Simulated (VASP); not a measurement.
# ScSi3 (Pm-3m) in VASP: further runs, part 2 of 2

VASP 6.6.1. Earlier steps stand in the parts before.

## (4) Single point, PBE (volume scaled by 1.070)

INCAR reads:

```
ALGO = Normal ; EDIFF = 1E-6
ENCUT = 520 ; GGA = PE
ISIF = 2 ; ISMEAR = 0
LASPH = True ; LCHARG = False
LREAL = False ; LWAVE = False
NBANDS = 20 ; NELM = 60
PREC = Accurate ; SIGMA = 0.05
```

KPOINTS reads:

```
k-points
0
Gamma
  8 8 8
```

POSCAR reads:

```
ScSi3
1.0
    4.0560041342      0.0000000000      0.0000000000
    0.0000000000      4.0560041342      0.0000000000
    0.0000000000      0.0000000000      4.0560041342
Sc Si
1 3
Direct
    0.0000000000      0.0000000000      0.0000000000
    0.0000000000      0.5000000000      0.5000000000
    0.5000000000      0.5000000000      0.0000000000
    0.5000000000      0.0000000000      0.5000000000
```

Potentials or basis: VASP PAW PBE potentials, release 64 (Sc_sv, Si).

Launch:

```console
$ cat potpaw_PBE.64/Sc_sv/POTCAR potpaw_PBE.64/Si/POTCAR > POTCAR
$ mpirun -np 1 vasp_std > vasp.out
```

OUTCAR:

```text
EDIFF = 1E-6
   ENCUT = 520
   GGA = PE
   ISIF = 2
   ISMEAR = 0
   LASPH = True
   LREAL = False
   NELM = 60
   PREC = Accurate

 ion  position               nearest neighbor table
   1  0.000  0.000  0.000-   2 2.87   3 2.87   4 2.87   2 2.87   4 2.87   2 2.87   3 2.87   2 2.87
                             3 2.87   4 2.87   4 2.87   3 2.87
   2  0.000  0.500  0.500-   1 2.87   3 2.87   4 2.87   1 2.87   3 2.87   1 2.87   4 2.87   1 2.87
                             3 2.87   4 2.87   3 2.87   4 2.87
[... 757 lines left out ...]
  --------------------------------------------------------------------------------------
  -------------------------------------------------------------------------------------
  Total       -2.3116013     -2.3116013     -2.3116013     -0.0000000     -0.0000000     -0.0000000
  in kB      -55.5045182    -55.5045182    -55.5045182     -0.0000000     -0.0000000     -0.0000000
  external PRESSURE =     -55.5045182 kB  Pullay stress =       0.0000000 kB

 VOLUME and BASIS-vectors are now :
 -----------------------------------------------------------------------------
  energy-cutoff  :      520.00
  volume of cell :       66.73
      direct lattice vectors                 reciprocal lattice vectors
     4.056004134  0.000000000  0.000000000     0.246548072  0.000000000  0.000000000
     0.000000000  4.056004134  0.000000000     0.000000000  0.246548072  0.000000000
     0.000000000  0.000000000  4.056004134     0.000000000  0.000000000  0.246548072

 POSITION                                       TOTAL-FORCE (eV/Angst)
 -----------------------------------------------------------------------------------
      0.00000      0.00000      0.00000         0.000000      0.000000      0.000000
      0.00000      2.02800      2.02800         0.000000      0.000000      0.000000
      2.02800      2.02800      0.00000         0.000000      0.000000      0.000000
      2.02800      0.00000      2.02800         0.000000      0.000000      0.000000
 -----------------------------------------------------------------------------------
    total drift:                                0.000000     -0.000000     -0.000000

  FREE ENERGIE OF THE ION-ELECTRON SYSTEM (eV)
  ---------------------------------------------------
  free  energy   TOTEN  =       -23.2578533920 eV

  energy  without entropy=      -23.2556759516  energy(sigma->0) =      -23.25676467
```

OSZICAR:

```text
N       E                     dE             d eps       ncg     rms          rms(c)
DAV:   1     0.135199280942E+03    0.13520E+03   -0.95345E+03  1408   0.104E+03
DAV:   2    -0.163015933640E+02   -0.15150E+03   -0.14799E+03  1400   0.305E+02
DAV:   3    -0.243932260391E+02   -0.80916E+01   -0.77887E+01  2156   0.632E+01
DAV:   4    -0.246113895196E+02   -0.21816E+00   -0.21635E+00  2220   0.964E+00
DAV:   5    -0.246136013471E+02   -0.22118E-02   -0.22113E-02  1888   0.929E-01    0.941E+00
DAV:   6    -0.233174263513E+02    0.12962E+01   -0.39479E+00  2104   0.212E+01    0.344E+00
DAV:   7    -0.232816864202E+02    0.35740E-01   -0.20059E-01  2120   0.312E+00    0.214E+00
DAV:   8    -0.232594804936E+02    0.22206E-01   -0.65058E-02  2324   0.208E+00    0.477E-01
DAV:   9    -0.232592028109E+02    0.27768E-03   -0.25192E-02  2136   0.180E+00    0.318E-01
DAV:  10    -0.232583746795E+02    0.82813E-03   -0.12745E-02  2056   0.123E+00    0.152E-01
DAV:  11    -0.232578612549E+02    0.51342E-03   -0.26831E-03  2076   0.573E-01    0.292E-02
DAV:  12    -0.232578536450E+02    0.76099E-05   -0.89992E-05  2200   0.104E-01    0.154E-02
DAV:  13    -0.232578533920E+02    0.25304E-06   -0.13354E-06  1400   0.971E-03
   1 F= -.23257853E+02 E0= -.23256765E+02  d E =-.217744E-02
```

stdout:

```text
POSCAR found type information on POSCAR ScSi
 POSCAR found :  2 types and       4 ions
 scaLAPACK will be used
 LDA part: xc-table for (Slater+PW92), standard interpolation
 POSCAR, INCAR and KPOINTS ok, starting setup
 FFT: planning ... GRIDC
 FFT: planning ... GRID_SOFT
 FFT: planning ... GRID
 WAVECAR not read
 entering main loop
```

Wall time 23 s (1 thread of Intel Xeon Platinum 8559C (Emerald Rapids), shared host); peak memory 0.18 GiB.

Results:

```
Free energy : -23.2579 eV
Pressure    : -5.6 GPa
```

Levels at points of the mesh, in eV from the Fermi level:
| k point | band 7 | band 8 | band 9 | band 10 | band 11 | band 12 | band 13 | band 14 | band 15 | band 16 |
| --- | --- | --- | --- | --- | --- | --- | --- | --- | --- | --- |
| (0.00, 0.00, 0.00) | -5.16 | -3.78 | -3.78 | -3.78 | 0.77 | 0.77 | 0.77 | 0.77 | 2.41 | 2.41 |
| (0.50, 0.00, 0.00) | -3.52 | -3.39 | -3.39 | -2.61 | -0.82 | -0.82 | 0.08 | 0.90 | 1.13 | 2.66 |
| (0.50, 0.50, 0.00) | -8.29 | -5.79 | -1.95 | -1.95 | -0.72 | -0.60 | 0.91 | 0.91 | 1.61 | 1.84 |
| (0.50, 0.50, 0.50) | -7.68 | -6.23 | -4.63 | -4.63 | -4.63 | 0.54 | 2.12 | 2.12 | 3.05 | 3.05 |

## (5) Summary

| cell | gap on the mesh (eV) | pressure (GPa) |
| --- | --- | --- |
| a = 4.018 Å, 4 atoms | none | -3.4 |
| a = 4.054 Å, 4 atoms | none | -5.5 |
| a = 4.056 Å, 4 atoms | none | -5.6 |

Alike in all rows: task single point; level PBE; potentials or basis VASP PAW PBE potentials, release 64 (Sc_sv, Si); no spin polarisation; k mesh 8 × 8 × 8; cutoff (eV) 520; smearing gaussian 0.05 eV.

Total energies depend on the potentials used, so only differences within one code and one set of settings carry meaning.
